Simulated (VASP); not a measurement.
# MgO (Periclase): single point with PBE

The system is MgO (Periclase).

```
CELL_PARAMETERS angstrom
0.00000 2.15552 2.15552
2.15552 0.00000 2.15552
2.15552 2.15552 0.00000
ATOMIC_POSITIONS crystal
Mg 0.00000 0.00000 0.00000
O 0.50000 0.50000 0.50000
```

This cell differs from its parent crystal: volume scaled by 1.040.

| Item | Value |
| --- | --- |
| Program | VASP 6.6.1 |
| Task | single point |
| Functional | PBE |
| Potentials or basis | VASP PAW PBE potentials, release 64 (Mg, O) |
| Cutoff | 520 eV |
| k mesh | 10 × 10 × 10 |
| Occupations | gaussian, width 0.05 eV |
| Spin | no spin polarisation |
| Dipole correction | no |
| Further INCAR settings | ALGO = Normal; EDIFF = 1e-06; NBANDS = 11 |

The pressure is -6.3 GPa and the band gap on the k mesh is 4.08 eV, direct.

Levels at points of the mesh, in eV from the valence-band top:
```tsv
k point	band 1	band 2	band 3	band 4	band 5	band 6	band 7	band 8
(0.00, 0.00, 0.00)	-16.92	0.00	0.00	0.00	4.08	15.40	15.40	15.40
(0.50, 0.00, 0.00)	-15.80	-4.32	-0.58	-0.58	7.46	11.82	15.60	15.60
(0.50, 0.50, 0.00)	-15.57	-3.81	-1.25	-1.25	9.03	9.23	12.38	17.93
```

Wall time 6.3 s on 1 thread of Intel Xeon 6975P-C, on a shared host, peak memory 0.14 GiB.
